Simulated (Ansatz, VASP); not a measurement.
Si in VASP and in Ansatz

```
Si
1.0
     0.00000    5.43000    5.43000
     5.43000    0.00000    5.43000
     5.43000    5.43000    0.00000
Si
17
Direct
  0.00065 0.00035 0.99904
  0.12307 0.12294 0.12261
  0.99701 0.99696 0.50278
  0.12329 0.12319 0.63042
  0.99698 0.50321 0.99684
  0.12302 0.63179 0.12248
  0.99702 0.50338 0.50267
  0.12610 0.62472 0.62452
  0.50339 0.99688 0.99679
  0.63211 0.12284 0.12239
  0.50351 0.99697 0.50260
  0.62478 0.12610 0.62448
  0.50337 0.50316 0.99671
  0.62471 0.62460 0.12622
  0.49998 0.49997 0.50006
  0.62477 0.62469 0.62441
  0.25064 0.25033 0.24908
```

Alike in both runs: functional PBE; k mesh 2 × 2 × 2; occupations gaussian, width 0.02 eV; no spin polarisation.

Ansatz relaxed the structure, and its values are those at the end. VASP's run is a single point on that final structure, the one shown.

```csv
,VASP,Ansatz
version,VASP 6.6.1,Ansatz 0.2.0
potentials or method,"VASP PAW PBE potentials, release 64 (Si), cutoff 520 eV","scalar-relativistic, plane waves, PAW"
valence electrons in the cell,68,68
```

VASP gave:

| Quantity | Value |
| --- | --- |
| rms of the force components (eV/Å) | 0.009 |

Q: Which values does Ansatz return?

A: rms of the force components (eV/Å): 0.010.

The k mesh is coarse, so the values compare programs but aren't converged.
